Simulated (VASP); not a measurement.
# ZnS in VASP: a series of runs

Runs on ZnS. Level: PBE. Tasks: electric field gradients.

Everything below comes from runs of VASP 6.6.1. Logs are shortened: lines on timing, memory, paths and dates and some standing lists are left out, and cuts for length are marked.

## 1. The cell of the first run

Symmetry: I-4m2, No. 119, tetragonal system. The conventional cell has a = 3.901 Å, b = 3.901 Å, c = 5.409 Å, α = 90.00°, β = 90.00°, γ = 90.00°. Within 3.1 Å of Zn (site symmetry -4m2) lie 4 S at 2.37 Å. S (site symmetry -4m2) has 4 Zn at 2.37 Å within 3.1 Å.

## 2. Electric field gradients, PBE (x and y stretched by +2 %, z held)

The input, INCAR:

```
PREC     = Accurate       # precision mode
ENCUT    = 520            # plane-wave cutoff, eV
EDIFF    = 1E-8           # SCF threshold, eV
ISMEAR   = -1             # smearing method
SIGMA    = 0.01           # smearing width, eV
LREAL    = False          # projectors in reciprocal space
LASPH    = True           # aspherical terms in the spheres
NELM     = 80             # most SCF steps
ALGO     = Normal         # electronic algorithm
ISIF     = 2              # what is computed and relaxed
LWAVE    = False          # write WAVECAR
LCHARG   = False          # write CHGCAR
GGA      = PE             # functional
LEFG     = True         
NBANDS   = 16             # bands
```

The input, KPOINTS:

```
regular mesh
0
Gamma
  8 8 8
```

The input, POSCAR:

```
ZnS
1.0
    0.0000000000      2.7587430000      2.7046500000
    2.7587430000      0.0000000000      2.7046500000
    2.7587430000      2.7587430000      0.0000000000
Zn S
1 1
Direct
    0.0000000000      0.0000000000      0.0000000000
    0.7500000000      0.7500000000      0.7500000000
```

Potentials or basis: VASP PAW PBE potentials, release 64 (Zn, S).

Launch:

```
$ cat potpaw_PBE.64/Zn/POTCAR potpaw_PBE.64/S/POTCAR > POTCAR
$ mpirun -np 1 vasp_std > vasp.out
```

OUTCAR:

```text
PREC = Accurate
   ENCUT = 520
   EDIFF = 1E-8
   ISMEAR = -1
   LREAL = False
   LASPH = True
   NELM = 80
   ISIF = 2
   GGA = PE

 ion  position               nearest neighbor table
   1  0.000  0.000  0.000-   2 2.37   2 2.37   2 2.37   2 2.37
   2  0.750  0.750  0.750-   1 2.37   1 2.37   1 2.37   1 2.37

  LATTYP: Found a body centered tetragonal cell.
 ALAT       =     3.9014517657
 C/A-ratio  =     1.3864838847

  Lattice vectors:

 A1 = (   0.0000000000,  -2.7587430000,  -2.7046500000)
 A2 = (   0.0000000000,   2.7587430000,  -2.7046500000)
 A3 = (   2.7587430000,   0.0000000000,   2.7046500000)

Analysis of symmetry for initial positions (statically):
=====================================================================
 Subroutine PRICEL returns:
 Original cell was already a primitive cell.

 Routine SETGRP: Setting up the symmetry group for a
 body centered tetragonal supercell.

 Subroutine GETGRP returns: Found  8 space group operations
 (whereof  8 operations were pure point group operations)
 out of a pool of 16 trial point group operations.

The static configuration has the point symmetry D_2d.

Analysis of symmetry for dynamics (positions and initial velocities):
=====================================================================
 Subroutine PRICEL returns:
 Original cell was already a primitive cell.

 Routine SETGRP: Setting up the symmetry group for a
 body centered tetragonal supercell.

 Subroutine GETGRP returns: Found  8 space group operations
 (whereof  8 operations were pure point group operations)
 out of a pool of 16 trial point group operations.

The dynamic configuration has the point symmetry D_2d.

 Subroutine INISYM returns: Found  8 space group operations
 (whereof  8 operations are pure point group operations),
 and found     1 'primitive' translations

----------------------------------------------------------------------------------------

                                     Primitive cell

  volume of cell :      41.1684

  direct lattice vectors                    reciprocal lattice vectors
     0.000000000  2.758743000  2.704650000    -0.181241964  0.181241964  0.184866803
     2.758743000  0.000000000  2.704650000     0.181241964 -0.181241964  0.184866803
     2.758743000  2.758743000  0.000000000     0.181241964  0.181241964 -0.184866803

  length of vectors
     3.863391588  3.863391588  3.901451766     0.316026952  0.316026952  0.316026952

  position of ions in fractional coordinates (direct lattice)
     0.000000000  0.000000000  0.000000000
     0.750000000  0.750000000  0.750000000

  ion indices of the primitive-cell ions
   primitive index   ion index
                 1           1
                 2           2

----------------------------------------------------------------------------------------

 KPOINTS: regular mesh

Automatic generation of k-mesh.
 Grid dimensions read from file:
 generate k-points for:    8    8    8

 Generating k-lattice:

  Cartesian coordinates                     Fractional coordinates (reciprocal lattice)
    -0.022655246  0.022655246  0.023108350     0.125000000  0.000000000  0.000000000
     0.022655246 -0.022655246  0.023108350     0.000000000  0.125000000  0.000000000
     0.022655246  0.022655246 -0.023108350     0.000000000  0.000000000  0.125000000

  Length of vectors
     0.039503369  0.039503369  0.039503369

  Shift w.r.t. Gamma in fractional coordinates (k-lattice)
     0.000000000  0.000000000  0.000000000

 Subroutine IBZKPT returns following result:
 ===========================================

 Found     59 irreducible k-points:

 Following reciprocal coordinates:
            Coordinates               Weight
  0.000000  0.000000  0.000000      1.000000
  0.125000  0.000000  0.000000      8.000000
  0.250000  0.000000  0.000000      8.000000
  0.375000  0.000000  0.000000      8.000000
  0.500000  0.000000  0.000000      4.000000
  0.125000  0.125000  0.000000      2.000000
[... 16 lines left out ...]
  0.250000  0.000000  0.125000     16.000000
  0.375000 -0.000000  0.125000     16.000000
 [... further k-points ...]
   k-points           NKPTS =     59   k-points in BZ     NKDIM =     59   number of bands    NBANDS=     16
   number of dos      NEDOS =    301   number of ions     NIONS =      2
   total plane-waves  NPLWV =  27000
   dimension x,y,z NGX =    30 NGY =   30 NGZ =   30
   dimension x,y,z NGXF=    60 NGYF=   60 NGZF=   60
   ions per type =               1   1
   NGX,Y,Z   is equivalent  to a cutoff of  12.91, 12.91, 12.78 a.u.
   NGXF,Y,Z  is equivalent  to a cutoff of  25.82, 25.82, 25.57 a.u.
 SYSTEM =  unknown system
   PREC   = accura    normal or accurate (medium, high low for compatibility)
   ISTART =      0    job   : 0-new  1-cont  2-samecut
   ICHARG =      2    charge: 1-file 2-atom 10-const
   ISPIN  =      1    spin polarized calculation?
   LNONCOLLINEAR =      F non collinear calculations
   LSORBIT =      F    spin-orbit coupling
   LASPH  =      T    aspherical Exc in radial PAW
   ENCUT  =  520.0 eV  38.22 Ry    6.18 a.u.   7.18  7.18  7.25*2*pi/ulx,y,z
   NELM   =     80;   NELMIN=  2; NELMDL= -5     # of ELM steps
   EDIFF  = 0.1E-07   stopping-criterion for ELM
   LREAL  =      F    real-space projection
   EDIFFG = 0.1E-06   stopping-criterion for IOM
   NSW    =      0    number of steps for IOM
   IBRION =     -1    ionic relax: 0-MD 1-quasi-New 2-CG
   NFREE  =      0    steps in history (QN), initial steepest desc. (CG)
   ISIF   =      2    stress and relaxation
   ISYM   =      2    0-nonsym 1-usesym 2-fastsym
   POTIM  = 0.5000    time-step for ionic-motion
   TEBEG  =    0.0;   TEEND  =   0.0 temperature during run
   PSTRESS=    0.0 pullay stress
   NELECT =      18.0000    total number of electrons
   NUPDOWN=      -1.0000    fix difference up-down
   EMIN   =  10.00;   EMAX   =-10.00  energy-range for DOS
   EFERMI =   0.00;   METHOD = LEGACY
   ISMEAR =    -1;   SIGMA  =   0.01  broadening in eV -4-tet -1-fermi 0-gaus
   EFERMI_NEDOS =   21; number of points for ismear=-14 and -15
   IALGO  =     38    algorithm
   IMIX   =      4    mixing-type and parameters
     AMIX     =   0.40;   BMIX     =  1.00
     AMIX_MAG =   1.60;   BMIX_MAG =  1.00
  volume/ion in A,a.u.               =      20.58       138.91
  Fermi-wavevector in a.u.,A,eV,Ry     =   1.242542  2.348064 21.006186  1.543911
  Thomas-Fermi vector in A             =   2.376892
   LORBIT       =      0    0 simple, 1 ext, 2 COOP (PROOUT), +10 PAW based schemes
   GGA     = PE    functional components
   LHFCALC =     F    Hartree Fock is set to
   AEXX    =    0.0000 exact exchange contribution
   IVDW    =     0    specifies the selected vdW correction
   LEPSILON=     F    determine dielectric tensor
   LRPA    =     F    only Hartree local field effects (RPA)
 non-spin polarized calculation
  energy-cutoff  :      520.00
  volume of cell :       41.17
 maximum number of plane-waves:      1120
 NGX is ok and might be reduce to    30
   NGX = 15   NGY = 15   NGZ = 15

 number of electron      18.0000002 magnetization

 Free energy of the ion-electron system (eV)
  ---------------------------------------------------
  ext. energy  EPLUGINS =         0.00000000
  ---------------------------------------------------
  free energy    TOTEN  =        -6.84822301 eV

  energy without entropy =       -6.84822301  energy(sigma->0) =       -6.84822301

 E-fermi :   1.9699     XC(G=0):  -9.4315

 val. band max:        1.7624476821   @ k =   0.0000   0.0000   0.0000
 cond. band min:       3.6483340472   @ k =   0.0000   0.0000   0.0000
 fundamental gap:      1.8858863652
 Fermi energy:         1.9699233302

 k-point     1 :       0.0000    0.0000    0.0000
  band No.  band energies     occupation
      1     -11.1323      2.00000
      2      -4.4628      2.00000
      3      -4.4628      2.00000
      4      -4.4520      2.00000
      5      -4.0129      2.00000
      6      -4.0086      2.00000
[... 8 lines left out ...]
     15      13.3366      0.00000
     16      13.5982      0.00000

 k-point     2 :       0.1250    0.0000    0.0000
  band No.  band energies     occupation
      1     -11.0241      2.00000
      2      -4.4559      2.00000
      3      -4.4441      2.00000
      4      -4.4348      2.00000
      5      -4.0137      2.00000
      6      -4.0106      2.00000
[... 8 lines left out ...]
     15      12.9661      0.00000
     16      14.1574      0.00000

 k-point     3 :       0.2500    0.0000    0.0000
  band No.  band energies     occupation
      1     -10.7427      2.00000
      2      -4.4034      2.00000
      3      -4.4033      2.00000
      4      -4.3899      2.00000
      5      -4.0093      2.00000
      6      -4.0089      2.00000
[... 8 lines left out ...]
     15      12.6932      0.00000
     16      13.8235      0.00000

 k-point     4 :       0.3750    0.0000    0.0000
  band No.  band energies     occupation
      1     -10.4257      2.00000
      2      -4.3714      2.00000
      3      -4.3585      2.00000
      4      -4.1850      2.00000
      5      -3.9963      2.00000
      6      -3.9915      2.00000
[... 8 lines left out ...]
     15      13.7284      0.00000
     16      13.7475      0.00000
[... 324 lines left out ...]
 k-point    22 :       0.1250    0.0000    0.1250
  band No.  band energies     occupation
      1     -10.9897      2.00000
      2      -4.4762      2.00000
      3      -4.4274      2.00000
      4      -4.4154      2.00000
      5      -4.0265      2.00000
      6      -4.0002      2.00000
[... 8 lines left out ...]
     15      13.6859      0.00000
     16      14.5974      0.00000

 k-point    23 :       0.2500    0.0000    0.1250
  band No.  band energies     occupation
      1     -10.7665      2.00000
      2      -4.4608      2.00000
      3      -4.3825      2.00000
      4      -4.3691      2.00000
      5      -4.0331      2.00000
      6      -3.9917      2.00000
[... 8 lines left out ...]
     15      13.6373      0.00000
     16      15.2466      0.00000

 k-point    24 :       0.3750   -0.0000    0.1250
  band No.  band energies     occupation
      1     -10.4570      2.00000
      2      -4.3896      2.00000
      3      -4.3367      2.00000
      4      -4.2662      2.00000
      5      -4.0097      2.00000
      6      -3.9816      2.00000
[... 8 lines left out ...]
     15      14.2917      0.00000
     16      14.6791      0.00000

 [... further k-points ...]
[... 5 lines left out ...]
  --------------------------------------------------------------------------------------
  -------------------------------------------------------------------------------------
  Total       -0.3878804     -0.3878804     -0.1849696      0.0000000      0.0000000      0.0000000
  in kB      -15.0954079    -15.0954079     -7.1985894      0.0000000      0.0000000      0.0000000
  external PRESSURE =     -12.4631350 kB  Pullay stress =       0.0000000 kB

 VOLUME and BASIS-vectors are now :
 -----------------------------------------------------------------------------
  energy-cutoff  :      520.00
  volume of cell :       41.17
      direct lattice vectors                 reciprocal lattice vectors
     0.000000000  2.758743000  2.704650000    -0.181241964  0.181241964  0.184866803
     2.758743000  0.000000000  2.704650000     0.181241964 -0.181241964  0.184866803
     2.758743000  2.758743000  0.000000000     0.181241964  0.181241964 -0.184866803

 POSITION                                       TOTAL-FORCE (eV/Angst)
 -----------------------------------------------------------------------------------
      0.00000      0.00000      0.00000         0.000000      0.000000     -0.000000
      4.13811      4.13811      4.05697        -0.000000     -0.000000      0.000000
 -----------------------------------------------------------------------------------
    total drift:                                0.000000      0.000000     -0.000000

  FREE ENERGIE OF THE ION-ELECTRON SYSTEM (eV)
  ---------------------------------------------------
  free  energy   TOTEN  =        -6.8482230100 eV

  energy  without entropy=       -6.8482230100  energy(sigma->0) =       -6.84822301

 Electric field gradients (V/A^2)
---------------------------------------------------------------------
 ion       V_xx      V_yy      V_zz      V_xy      V_xz      V_yz
---------------------------------------------------------------------
   1      -1.687    -1.687     3.375     0.003     0.005     0.005
   2       1.957     1.957    -3.915    -0.000    -0.000    -0.000
---------------------------------------------------------------------

 Electric field gradients after diagonalization (V/A^2)
 (convention: |V_zz| > |V_xx| > |V_yy|)
----------------------------------------------------------------------
 ion       V_xx      V_yy      V_zz     asymmetry (V_yy - V_xx)/ V_zz
----------------------------------------------------------------------
   1      -1.691    -1.684     3.375       0.002
   2       1.958     1.957    -3.915       0.000
----------------------------------------------------------------------

           NMR quadrupolar parameters

 Cq : quadrupolar parameter    Cq=e*Q*V_zz/h
 eta: asymmetry parameters     (V_yy - V_xx)/ V_zz
 Q  : nuclear electric quadrupole moment in mb (millibarn)
----------------------------------------------------------------------
 ion       Cq(MHz)       eta       Q (mb)
----------------------------------------------------------------------
   1       0.008       0.002       1.000
   2      -0.009       0.000       1.000
----------------------------------------------------------------------
```

It took 78 s on 1 thread of Intel Xeon 8259CL, shared host; peak memory 0.19 GiB.

What came out:

```yaml
Free_energy: -6.8482 eV
Pressure: -1.2 GPa
Band_gap_on_the_k_mesh: 1.89 eV
Largest_electric_field_gradient_by_atom: Zn +3.4; S -3.9 V/Å²
```

Electric field gradients, principal values (V/Å²):
```tsv
atom	least	middle	greatest (by size)
1 Zn	-1.684	-1.691	3.375
2 S	1.957	1.958	-3.915
```

Caveat: the cell differs from its parent crystal (x and y stretched by +2 %, z held); without QUAD_EFG the Cq values of the log hold for a quadrupole moment of 1 mb, not for the nuclei.

[end of part 1 of 2]
